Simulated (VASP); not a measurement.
Write the native input for VASP 6.6.1 that does the following.

```
Task                   : single point
Functional             : PBE
Potentials or basis    : VASP PAW PBE potentials, release 64 (O, H, Ag, F)
Cutoff                 : 520 eV
k mesh                 : 1 × 1 × 1
Occupations            : fermi-dirac, width 0.02 eV
Spin                   : no spin polarisation
Dipole correction      : no
Further INCAR settings : LREAL = Auto; ALGO = Normal; EDIFF = 1e-06; NBANDS = 71
```

The structure of AgH20O10F lies in POSCAR:

```
AgH20O10F
1.0
    7.2329760000      0.0000000000      0.0000000000
    0.0000000000      7.2329760000      0.0000000000
    0.0000000000      0.0000000000      7.2329760000
O H Ag F
10 20 1 1
Direct
    0.6447691794     -0.0146412763      0.4539763439
    0.8318429371     -0.0308310162      0.7988413068
    0.4875448225      0.7113392883      0.6187079841
    0.3639857232      0.2162871825     -0.0330154559
    0.1055858612      0.7100949872      0.1904333707
    0.7402070738      0.5163711313      0.3782813603
    0.9359218114      0.6108550616      0.8580700392
    0.4437592493      0.8298658809      0.0004285926
    0.7037490516      0.3636400840      1.0002521784
    0.3898257094      0.3020610050      0.4804523062
    0.5615669124      0.0922441883      0.4667788197
    0.7491936929      0.0248721965      0.3625478641
    0.8401659289      0.0948433950      0.8384792097
    0.7733054831     -0.0164109490      0.6721438036
    0.5603502625      0.8197179142      0.5536448621
    0.3572526717      0.7469677765      0.6119611070
    0.4895080531      0.2738015445     -0.0112816633
    0.3801478119      0.0795246659     -0.0321167940
    0.2105495718      0.7288009804      0.1083094981
    0.0383106483      0.8312760888      0.2229372806
    0.6461517362      0.5854298424      0.4397221835
    0.8487101298      0.5040525504      0.4530223797
    0.8894540781      0.7391425051      0.8372763853
    0.9969202165      0.6321049593      0.9735826581
    0.5620231562      0.8514337667      0.0644686226
    0.4775904137      0.7777987926     -0.1216788221
    0.7695587542      0.4541699018      0.9256079379
    0.7270589589      0.4076606918      1.1297839230
    0.3576812643      0.3374544586      0.6104264690
    0.5008173676      0.3866181776      0.4596863034
    0.1229922510      0.2386569512      0.1563256950
    0.9415488175      0.0450990021      0.2961021853
```

The input as run:

INCAR

```
SYSTEM = AgH20O10F
  PREC = Accurate
  ENCUT = 520
  EDIFF = 1E-6
  ISMEAR = -1
  SIGMA = 0.02
  LREAL = Auto
  LASPH = .TRUE.
  NELM = 120
  ALGO = Normal
  ISIF = 2
  LWAVE = .FALSE.
  LCHARG = .TRUE.
  GGA = PE
  LELF = .TRUE.
  LVHAR = .TRUE.
  NBANDS = 71
  GGA_COMPAT = .FALSE.
```

KPOINTS

```
regular mesh
0
G
  1 1 1
  0 0 0
```

Potentials or basis: VASP PAW PBE potentials, release 64 (O, H, Ag, F).

Command:

```console
$ cat potpaw_PBE.64/O/POTCAR potpaw_PBE.64/H/POTCAR potpaw_PBE.64/Ag/POTCAR potpaw_PBE.64/F/POTCAR > POTCAR
$ mpirun -np 1 vasp_gam > vasp.out
```

It gave:

```json
{
  "Pressure": "-0.9 GPa",
  "Largest force": "1.962 eV/Å",
  "Band gap on the k mesh": "3.37 eV"
}
```

Caveat: the k points lie up to 0.87 Å⁻¹ apart.

Run time: 61 s on 1 thread of AMD EPYC 7R43 64-Core Processor (Zen 3) (shared host), peak memory 0.32 GiB.
